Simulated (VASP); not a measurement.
**Gd: single point with revPBE**

Gd:

```
Gd
1.0
     3.66402    0.00000    0.00000
    -1.83201    3.17314    0.00000
     0.00000    0.00000    5.88646
Gd
2
Direct
  0.33333 0.66667 0.25000
  0.66667 0.33333 0.75000
```

* Program: VASP 6.6.1
* Task: single point
* Functional: revPBE
* Potentials or basis: VASP PAW PBE potentials, release 64 (Gd)
* Cutoff: 520 eV
* k mesh: 10 × 10 × 6
* Occupations: fermi-dirac, width 0.05 eV
* Spin: collinear spin, antiferromagnetic start
* Starting moments: [7.0, -7.0] μB

```
Pressure                                              : 0.1 GPa
Band gap on the k mesh                                : zero (filled and empty bands overlap)
Net moment                                            : 0.00 μB per cell
Site moments                                          : Gd +6.94, -6.94 μB
Valence electrons inside the program's atomic spheres : Gd 15.20
```

Levels at points of the mesh, in eV from the Fermi level:
Spin up:
```
           k point  band 16  band 17  band 18  band 19  band 20  band 21
(0.00, 0.00, 0.00)    -4.60    -1.86     0.46     0.49     0.59     0.59
(0.50, 0.00, 0.00)    -1.79    -1.01    -0.88     0.24     0.54     0.60
(0.00, 0.00, 0.50)    -3.48    -2.71     0.22     0.47     0.61     0.61
(0.50, 0.00, 0.50)    -1.86    -1.56    -0.23     0.45     0.47     0.60
```
Spin down:
```
           k point  band 14  band 15  band 16  band 17  band 18  band 19  band 20  band 21  band 22  band 23
(0.00, 0.00, 0.00)    -4.77    -4.77    -4.60    -1.86     0.46     0.49     0.59     0.59     0.67     0.67
(0.50, 0.00, 0.00)    -4.77    -4.74    -1.79    -1.01    -0.88     0.24     0.54     0.60     0.63     0.67
(0.00, 0.00, 0.50)    -4.77    -4.77    -3.48    -2.71     0.22     0.47     0.61     0.61     0.72     0.72
(0.50, 0.00, 0.50)    -4.77    -4.74    -1.86    -1.56    -0.23     0.45     0.47     0.60     0.63     0.65
```

It took 17 min on 1 thread of Intel(R) Xeon(R) Platinum 8259CL CPU @ 2.50GHz (Skylake/Cascade Lake) (shared host), peak memory 0.35 GiB.

Caveat: the PAW data sets were made with another functional, which shifts forces and pressure a little; spin-orbit coupling is left out, which moves the levels of the heavy elements; semilocal functionals describe open f shells poorly, which spoils levels, moments and volumes. The state reached can hang on the start; a lower one may exist.
